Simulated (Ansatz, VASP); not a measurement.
Two plane-wave programs on MgO

```
Mg O
1.0
     0.00000   -2.13515   -2.13515
     0.00000    2.13515   -2.13515
     4.27030    0.00000    0.00000
Mg O
2 2
Direct
  0.49122 0.50878 0.50000
  0.00878 0.99122 0.00000
  0.50397 0.49603 0.00000
  0.99603 0.00397 0.50000
```

Change from the starting cell: mode 4 (275.8 1/cm) frozen in, largest displacement +0.037 Å.

Alike in both runs: task single point; functional PBEsol; k mesh 8 × 8 × 6; occupations gaussian, width 0.05 eV; no spin polarisation.

|  | VASP | Ansatz |
| --- | --- | --- |
| version | VASP 6.6.1 | Ansatz 0.2.0 |
| potentials or method | VASP PAW PBE potentials, release 64 (Mg, O), cutoff 520 eV | scalar-relativistic, plane waves, PAW |
| valence electrons in the cell | 16 | 32 |

|  | VASP | Ansatz | Ansatz less VASP |
| --- | --- | --- | --- |
| gap on the k mesh at the Fermi level (eV) | 4.24 | 4.24 | 0.000 |
| least direct gap on the mesh (eV) | 4.24 | 4.24 | 0.000 |
| pressure (GPa) | -6.3 | -5.7 | +0.55 |
| traceless stress, the component that is largest in VASP (GPa) | -0.11 | -0.11 | +0.002 |
| rms of the force components (eV/Å) | 0.110 | 0.109 | -0.0008 |

VASP's potentials were made for PBE, not for PBEsol. Atom by atom the forces differ by 0.001 eV/Å (rms over components). VASP's potentials hold 16 valence electrons a cell and Ansatz's 32, so a difference there can come from the potentials and not from the codes.
